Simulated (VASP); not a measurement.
# NaTaO2 (P6/mmm) in VASP: single point with PBE

Aim: the single point of NaTaO2 with PBE.

All numbers are computed with VASP 6.6.1; they aren't measurements. Logs are shortened: lines on timing, memory, paths and dates and some standing lists are left out, and cuts for length are marked.

### Step 1. The cell of the first run

It takes space group P6/mmm (No. 191, hexagonal). The conventional cell has a = 3.782 Å, b = 3.782 Å, c = 5.365 Å, α = 90.00°, β = 90.00°, γ = 120.00°. Within 3.5 Å of Na (site symmetry 6/mmm) lie 2 Ta at 2.68 Å and 12 O at 3.46 Å. Within 2.9 Å of Ta (site symmetry 6/mmm) lie 6 O at 2.18 Å and 2 Na at 2.68 Å. Within 2.9 Å of O (site symmetry -6m2) lie 3 O at 2.18 Å and 3 Ta at 2.18 Å.

### Step 2. Single point, PBE

INCAR reads:

```
SYSTEM = NaTaO2
ALGO = Normal
EDIFF = 1E-6
ENCUT = 520
GGA = PE
ISIF = 2
ISMEAR = 0
LASPH = .True.
LCHARG = .True.
LELF = .True.
LREAL = .False.
LVHAR = .True.
LWAVE = .False.
NBANDS = 23
NELM = 80
PREC = Accurate
SIGMA = 0.1
```

KPOINTS reads:

```
k-points
0
Gamma
  6 6 4
  0 0 0
```

POSCAR reads:

```
NaTaO2
1.0
    3.7821307500      0.0000000000      0.0000000000
   -1.8910653800      3.2754213100      0.0000000000
    0.0000000000      0.0000000000      5.3647445100
Na Ta O
1 1 2
Direct
    0.0000000000      0.0000000000      0.0000000000
    0.0000000000      0.0000000000      0.5000000000
    0.3333333300      0.6666666700      0.5000000000
    0.6666666700      0.3333333300      0.5000000000
```

Potentials or basis: VASP PAW PBE potentials, release 64 (Na_pv, Ta_pv, O).

The run is started by

```
$ cat potpaw_PBE.64/Na_pv/POTCAR potpaw_PBE.64/Ta_pv/POTCAR potpaw_PBE.64/O/POTCAR > POTCAR
$ mpirun -np 1 vasp_std > vasp.out
```

OUTCAR:

```text
SYSTEM = NaTaO2
   EDIFF = 1E-6
   ENCUT = 520
   GGA = PE
   ISIF = 2
   ISMEAR = 0
   LASPH = .True.
   LREAL = .False.
   NELM = 80
   PREC = Accurate

 ion  position               nearest neighbor table
   1  0.000  0.000  0.000-   2 2.68   2 2.68
   2  0.000  0.000  0.500-   3 2.18   4 2.18   4 2.18   3 2.18   4 2.18   3 2.18   1 2.68   1 2.68

   3  0.333  0.667  0.500-   2 2.18   2 2.18   2 2.18
   4  0.667  0.333  0.500-   2 2.18   2 2.18   2 2.18

  LATTYP: Found a hexagonal cell.
 ALAT       =     3.7821307500
 C/A-ratio  =     1.4184450154

  Lattice vectors:

 A1 = (   3.7821307500,   0.0000000000,   0.0000000000)
 A2 = (  -1.8910653800,   3.2754213100,   0.0000000000)
 A3 = (   0.0000000000,   0.0000000000,   5.3647445100)

Analysis of symmetry for initial positions (statically):
=====================================================================
 Subroutine PRICEL returns:
 Original cell was already a primitive cell.

 Routine SETGRP: Setting up the symmetry group for a
 hexagonal supercell.

 Subroutine GETGRP returns: Found 24 space group operations
 (whereof 24 operations were pure point group operations)
 out of a pool of 24 trial point group operations.

The static configuration has the point symmetry D_6h.

Analysis of symmetry for dynamics (positions and initial velocities):
=====================================================================
 Subroutine PRICEL returns:
 Original cell was already a primitive cell.

 Routine SETGRP: Setting up the symmetry group for a
 hexagonal supercell.

 Subroutine GETGRP returns: Found 24 space group operations
 (whereof 24 operations were pure point group operations)
 out of a pool of 24 trial point group operations.

The dynamic configuration has the point symmetry D_6h.

 Subroutine INISYM returns: Found 24 space group operations
 (whereof 24 operations are pure point group operations),
 and found     1 'primitive' translations

----------------------------------------------------------------------------------------

                                     Primitive cell

  volume of cell :      66.4588

  direct lattice vectors                    reciprocal lattice vectors
     3.782130750  0.000000000  0.000000000     0.264401224  0.152652118  0.000000000
    -1.891065380  3.275421310  0.000000000     0.000000000  0.305304236  0.000000000
     0.000000000  0.000000000  5.364744510     0.000000000  0.000000000  0.186402167

  length of vectors
     3.782130750  3.782130753  5.364744510     0.305304236  0.305304236  0.186402167

  position of ions in fractional coordinates (direct lattice)
     0.000000000  0.000000000  0.000000000
     0.000000000  0.000000000  0.500000000
     0.333333330  0.666666670  0.500000000
     0.666666670  0.333333330  0.500000000

  ion indices of the primitive-cell ions
   primitive index   ion index
                 1           1
                 2           2
                 3           3
                 4           4

----------------------------------------------------------------------------------------

 KPOINTS: k-points

Automatic generation of k-mesh.
 Grid dimensions read from file:
 generate k-points for:    6    6    4

 Generating k-lattice:

  Cartesian coordinates                     Fractional coordinates (reciprocal lattice)
     0.044066871  0.025442020  0.000000000     0.166666667  0.000000000  0.000000000
     0.000000000  0.050884039  0.000000000     0.000000000  0.166666667  0.000000000
     0.000000000  0.000000000  0.046600542     0.000000000  0.000000000  0.250000000

  Length of vectors
     0.050884039  0.050884039  0.046600542

  Shift w.r.t. Gamma in fractional coordinates (k-lattice)
     0.000000000  0.000000000  0.000000000

 Subroutine IBZKPT returns following result:
 ===========================================

 Found     21 irreducible k-points:

 Following reciprocal coordinates:
            Coordinates               Weight
  0.000000  0.000000  0.000000      1.000000
  0.166667 -0.000000  0.000000      6.000000
  0.333333  0.000000  0.000000      6.000000
  0.500000 -0.000000  0.000000      3.000000
  0.166667  0.166667  0.000000      6.000000
  0.333333  0.166667  0.000000     12.000000
[... 13 lines left out ...]
  0.333333  0.166667  0.500000     12.000000
  0.333333  0.333333  0.500000      2.000000
   k-points           NKPTS =     21   k-points in BZ     NKDIM =     21   number of bands    NBANDS=     23
   number of dos      NEDOS =    301   number of ions     NIONS =      4
   total plane-waves  NPLWV =  31360
   dimension x,y,z NGX =    28 NGY =   28 NGZ =   40
   dimension x,y,z NGXF=    56 NGYF=   56 NGZF=   80
   ions per type =               1   1   2
   NGX,Y,Z   is equivalent  to a cutoff of  12.31, 12.31, 12.40 a.u.
   NGXF,Y,Z  is equivalent  to a cutoff of  24.62, 24.62, 24.79 a.u.
 SYSTEM =  NaTaO2
   PREC   = accura    normal or accurate (medium, high low for compatibility)
   ISTART =      0    job   : 0-new  1-cont  2-samecut
   ICHARG =      2    charge: 1-file 2-atom 10-const
   ISPIN  =      1    spin polarized calculation?
   LNONCOLLINEAR =      F non collinear calculations
   LSORBIT =      F    spin-orbit coupling
   LASPH  =      T    aspherical Exc in radial PAW
   ENCUT  =  520.0 eV  38.22 Ry    6.18 a.u.   7.03  7.03  9.97*2*pi/ulx,y,z
   NELM   =     80;   NELMIN=  2; NELMDL= -5     # of ELM steps
   EDIFF  = 0.1E-05   stopping-criterion for ELM
   LREAL  =      F    real-space projection
[... 7 lines left out ...]
   TEBEG  =    0.0;   TEEND  =   0.0 temperature during run
   PSTRESS=    0.0 pullay stress
   NELECT =      30.0000    total number of electrons
   NUPDOWN=      -1.0000    fix difference up-down
   EMIN   =  10.00;   EMAX   =-10.00  energy-range for DOS
   EFERMI =   0.00;   METHOD = LEGACY
   ISMEAR =     0;   SIGMA  =   0.10  broadening in eV -4-tet -1-fermi 0-gaus
   EFERMI_NEDOS =   21; number of points for ismear=-14 and -15
   IALGO  =     38    algorithm
   IMIX   =      4    mixing-type and parameters
     AMIX     =   0.40;   BMIX     =  1.00
     AMIX_MAG =   1.60;   BMIX_MAG =  1.00
  volume/ion in A,a.u.               =      16.61       112.12
  Fermi-wavevector in a.u.,A,eV,Ry     =   1.255830  2.373175 21.457885  1.577110
  Thomas-Fermi vector in A             =   2.389568
   LORBIT       =      0    0 simple, 1 ext, 2 COOP (PROOUT), +10 PAW based schemes
   GGA     = PE    functional components
   LHFCALC =     F    Hartree Fock is set to
   AEXX    =    0.0000 exact exchange contribution
   IVDW    =     0    specifies the selected vdW correction
   LEPSILON=     F    determine dielectric tensor
   LRPA    =     F    only Hartree local field effects (RPA)
 non-spin polarized calculation
 Gauss-broadening in eV      SIGMA  =   0.10
  energy-cutoff  :      520.00
  volume of cell :       66.46
 maximum number of plane-waves:      1812
   NGX = 15   NGY = 15   NGZ = 19

 number of electron      29.9999971 magnetization

 Free energy of the ion-electron system (eV)
  ---------------------------------------------------
  ext. energy  EPLUGINS =         0.00000000
  ---------------------------------------------------
  free energy    TOTEN  =       -27.04550267 eV

  energy without entropy =      -27.04549981  energy(sigma->0) =      -27.04550124

 E-fermi :   2.9419     XC(G=0):  -9.3020

 val. band max:        2.6887056152   @ k =   0.3333   0.3333   0.5000
 cond. band min:       3.1796134242   @ k =   0.0000   0.0000   0.5000
 fundamental gap:      0.4909078090
 Fermi energy:         2.9418546017

 k-point     1 :       0.0000    0.0000    0.0000
  band No.  band energies     occupation
      1     -32.6157      2.00000
      2     -32.4686      2.00000
      3     -32.4686      2.00000
      4     -21.9450      2.00000
      5     -21.9450      2.00000
      6     -21.9447      2.00000
[... 15 lines left out ...]
     22      10.5955      0.00000
     23      13.6885      0.00000

 k-point     2 :       0.1667   -0.0000    0.0000
  band No.  band energies     occupation
      1     -32.6135      2.00000
      2     -32.5056      2.00000
      3     -32.4756      2.00000
      4     -21.9509      2.00000
      5     -21.9464      2.00000
      6     -21.9439      2.00000
[... 15 lines left out ...]
     22      11.0294      0.00000
     23      11.4823      0.00000

 k-point     3 :       0.3333    0.0000    0.0000
  band No.  band energies     occupation
      1     -32.6091      2.00000
      2     -32.5783      2.00000
      3     -32.4894      2.00000
      4     -21.9626      2.00000
      5     -21.9493      2.00000
      6     -21.9423      2.00000
[... 15 lines left out ...]
     22       9.1327      0.00000
     23      11.4609      0.00000

 k-point     4 :       0.5000   -0.0000    0.0000
  band No.  band energies     occupation
      1     -32.6139      2.00000
      2     -32.6069      2.00000
      3     -32.4962      2.00000
      4     -21.9684      2.00000
      5     -21.9507      2.00000
      6     -21.9415      2.00000
[... 15 lines left out ...]
     22       8.8904      0.00000
     23      11.1567      0.00000

 k-point     5 :       0.1667    0.1667    0.0000
  band No.  band energies     occupation
      1     -32.6102      2.00000
      2     -32.5530      2.00000
      3     -32.4934      2.00000
      4     -21.9586      2.00000
      5     -21.9497      2.00000
      6     -21.9427      2.00000
[... 356 lines left out ...]
 k-point    19 :       0.1667    0.1667    0.5000
  band No.  band energies     occupation
      1     -32.6037      2.00000
      2     -32.5529      2.00000
      3     -32.4933      2.00000
      4     -21.9689      2.00000
      5     -21.9591      2.00000
      6     -21.9502      2.00000
[... 15 lines left out ...]
     22       9.9746      0.00000
     23      10.1344      0.00000

 k-point    20 :       0.3333    0.1667    0.5000
  band No.  band energies     occupation
      1     -32.6004      2.00000
      2     -32.5942      2.00000
      3     -32.5163      2.00000
      4     -21.9673      2.00000
      5     -21.9660      2.00000
      6     -21.9543      2.00000
[... 15 lines left out ...]
     22       9.4036      0.00000
     23       9.4310      0.00000

 k-point    21 :       0.3333    0.3333    0.5000
  band No.  band energies     occupation
      1     -32.5993      2.00000
      2     -32.5661      2.00000
      3     -32.5661      2.00000
      4     -21.9668      2.00000
      5     -21.9620      2.00000
      6     -21.9620      2.00000
[... 15 lines left out ...]
     22       7.6425      0.00000
     23      10.1809      0.00000

------------------------ aborting loop because EDIFF is reached ----------------------------------------

  FORCE on cell =-STRESS in cart. coord.  units (eV):
  Direction    XX          YY          ZZ          XY          YZ          ZX
  --------------------------------------------------------------------------------------
  -------------------------------------------------------------------------------------
  Total       -3.7635856     -3.7635856      8.3657193      0.0000000     -0.0000000      0.0000000
  in kB      -90.7318201    -90.7318201    201.6792044      0.0000001     -0.0000000      0.0000000
  external PRESSURE =       6.7385214 kB  Pullay stress =       0.0000000 kB

 VOLUME and BASIS-vectors are now :
 -----------------------------------------------------------------------------
  energy-cutoff  :      520.00
  volume of cell :       66.46
      direct lattice vectors                 reciprocal lattice vectors
     3.782130750  0.000000000  0.000000000     0.264401224  0.152652118  0.000000000
    -1.891065380  3.275421310  0.000000000     0.000000000  0.305304236  0.000000000
     0.000000000  0.000000000  5.364744510     0.000000000  0.000000000  0.186402167

 POSITION                                       TOTAL-FORCE (eV/Angst)
 -----------------------------------------------------------------------------------
      0.00000      0.00000      0.00000        -0.000000      0.000000      0.000000
      0.00000      0.00000      2.68237        -0.000000      0.000000      0.000000
     -0.00000      2.18361      2.68237        -0.000000     -0.000000      0.000000
      1.89107      1.09181      2.68237         0.000000      0.000000     -0.000000
 -----------------------------------------------------------------------------------
    total drift:                                0.000000      0.000000      0.000000

  FREE ENERGIE OF THE ION-ELECTRON SYSTEM (eV)
  ---------------------------------------------------
  free  energy   TOTEN  =       -27.0455026712 eV

  energy  without entropy=      -27.0454998100  energy(sigma->0) =      -27.04550124
```

Run time: 20 s. Hardware: 1 thread of AMD EPYC 9R14 (Zen 4), shared host; peak memory 0.16 GiB.

Results:

```
Free energy            : -27.0455 eV
Pressure               : 0.7 GPa
Band gap on the k mesh : 0.49 eV, indirect (least direct gap 0.81 eV)
```

Levels at points of the mesh, in eV from the valence-band top:
| k point | band 11 | band 12 | band 13 | band 14 | band 15 | band 16 | band 17 | band 18 | band 19 | band 20 |
| --- | --- | --- | --- | --- | --- | --- | --- | --- | --- | --- |
| (0.00, 0.00, 0.00) | -4.67 | -2.69 | -1.38 | -0.95 | -0.95 | 1.18 | 1.18 | 2.99 | 5.04 | 7.39 |
| (0.50, 0.00, 0.00) | -4.70 | -2.68 | -2.61 | -1.55 | -1.04 | 0.76 | 2.23 | 3.08 | 3.40 | 5.34 |
| (0.00, 0.00, 0.50) | -5.08 | -1.40 | -0.95 | -0.95 | -0.88 | 0.49 | 1.18 | 1.18 | 5.88 | 7.40 |
| (0.50, 0.00, 0.50) | -4.82 | -2.74 | -2.68 | -1.54 | -0.10 | 0.71 | 2.56 | 2.66 | 3.43 | 4.39 |

Caveat: spin-orbit coupling is left out, which moves the levels of the heavy elements.
